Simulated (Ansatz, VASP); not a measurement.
## CdS: VASP beside Ansatz

```
CELL_PARAMETERS angstrom
0.00000 2.92927 2.92927
2.92927 0.00000 2.92927
2.92927 2.92927 0.00000
ATOMIC_POSITIONS crystal
Cd 0.00000 0.00000 0.00000
S 0.75000 0.75000 0.75000
```

Change from the starting cell: volume scaled by 1.02.

Alike in both runs: task single point; functional PBE; k mesh 9 × 9 × 9; occupations fermi-dirac, width 0.03 eV; no spin polarisation.

|  | VASP | Ansatz |
| --- | --- | --- |
| version | VASP 6.6.1 | Ansatz 0.2.0 |
| potentials or method | VASP PAW PBE potentials, release 64 (Cd, S), cutoff 520 eV | all-electron LAPW, scalar-relativistic |

```csv
,VASP,Ansatz,Ansatz less VASP
gap on the k mesh at the Fermi level (eV),1.12,1.12,-0.004
pressure (GPa),2.3,2.0,-0.31
```

Ansatz ran all-electron here, and VASP with PAW potentials.
